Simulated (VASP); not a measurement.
**KI: single point with PBEsol**

KI:

```xyz
8
Lattice="8.5824 0.0000 0.0000 0.0000 8.5824 0.0000 0.0000 0.0000 4.2912" Properties=species:S:1:pos:R:3 pbc="T T T"
K    -0.0010   -0.0617   -0.8272
K     0.1855    4.2403   -0.0013
K     3.5210   -0.2184    0.4971
K     4.8904    4.1668    0.2276
I     2.3345    2.4408    2.2759
I     2.1388    5.8967    2.2013
I     6.7646    2.3991    1.9521
I     5.9228    6.5685    2.1851
```

```
Program             : VASP 6.6.1
Task                : single point
Functional          : PBEsol
Potentials or basis : VASP PAW PBE potentials, release 64 (K_sv, I)
Cutoff              : 400 eV
k mesh              : 1 × 1 × 2
Occupations         : fermi-dirac, width 0.1 eV
Spin                : no spin polarisation
```

```
Pressure               : 2.7 GPa
Largest force          : 1.195 eV/Å
Band gap on the k mesh : 2.76 eV (least direct gap 2.86 eV)
```

Forces on the atoms (eV/Å):
```
K   -0.253  0.029 -0.041
K    0.013 -0.092  0.008
K    0.368  0.063 -0.187
K   -0.613  0.112 -0.448
I    0.198 -1.153  0.245
I   -0.460  0.970  0.038
I    0.412 -0.422  0.139
I    0.336  0.494  0.247
```

Stress tensor (GPa, compression positive):
```
 2.62  0.12  0.25
 0.12  2.75 -0.47
 0.25 -0.47  2.85
```

Levels at points of the mesh, in eV from the valence-band top:
```csv
k point,band 28,band 29,band 30,band 31,band 32,band 33,band 34,band 35,band 36,band 37
"(0.00, 0.00, 0.00)",-0.48,-0.42,-0.34,-0.16,-0.10,2.76,3.76,4.33,4.65,4.91
"(0.00, 0.00, 0.50)",-1.71,-0.53,-0.42,-0.14,0.00,3.46,3.84,4.76,4.85,5.06
```

Run time: 19 s on 1 thread of Intel(R) Xeon(R) 6975P-C (Granite Rapids) (shared host), peak memory 0.27 GiB.

Caveat: the k points lie up to 0.73 Å⁻¹ apart; the PAW data sets were made with another functional, which shifts forces and pressure a little; spin-orbit coupling is left out, which moves the levels of the heavy elements; an odd mesh through Γ misses points on the zone boundary, where band edges can lie.
